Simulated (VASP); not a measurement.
# TiO2: single point with PBE+D3(BJ)+U

Crystal: TiO2.

```
CELL_PARAMETERS angstrom
1.43385 0.82783 4.19030
-1.43385 0.82783 4.19030
0.00000 -1.65567 4.19030
ATOMIC_POSITIONS crystal
Ti 0.00000 0.00000 0.00000
O 0.60176 0.60176 0.60176
O 0.39824 0.39824 0.39824
```

```
Program                : VASP 6.6.1
Task                   : single point
Functional             : PBE
Dispersion             : D3(BJ)
Potentials or basis    : VASP PAW PBE potentials, release 64 (Ti_sv, O)
Cutoff                 : 520 eV
k mesh                 : 9 × 9 × 9
Occupations            : gaussian, width 0.05 eV
Spin                   : no spin polarisation
Hubbard terms          : Ti d U = 4.0 eV
Dipole correction      : no
Further INCAR settings : ALGO = Normal; EDIFF = 1e-06; NBANDS = 19
```

```json
{
 "Pressure": "69.0 GPa",
 "Largest force": "5.205 eV/Å",
 "Band gap on the k mesh": "3.33 eV (least direct gap 3.91 eV)",
 "Dispersion energy per atom": "-0.256 eV"
}
```

Forces in eV/Å, atoms in the order of the input:
```
Ti   0.000  0.000  0.000
O    0.000  0.000 -5.205
O    0.000  0.000  5.205
```

Stress tensor (GPa, compression positive):
```
75.54  0.00  0.00
 0.00 75.54  0.00
 0.00  0.00 56.06
```

Levels at points of the mesh, in eV from the valence-band top:
```
           k point  band 8  band 9  band 10  band 11  band 12  band 13  band 14  band 15  band 16  band 17
(0.00, 0.00, 0.00)   -5.44   -5.44    -0.83    -0.83    -0.58     3.33     3.33     5.53     8.42     8.60
```

Eigenvalues of the final occupation matrices:
| site | spin | trace | eigenvalues |
| --- | --- | --- | --- |
| site 1 d | 1 | 0.97 | 0.11 0.11 0.11 0.32 0.32 |
| site 1 d | 2 | 0.97 | 0.11 0.11 0.11 0.32 0.32 |

Run time: 2.4 min on 1 thread of Intel Xeon 8259CL, with other jobs on the host, peak memory 0.23 GiB.

Caveat: the stress differs along the axes, from 56 to 76 GPa; forces of over 1 eV/Å act on the atoms, so gaps and moduli don't describe the material at rest. A k mesh can miss the band edges.
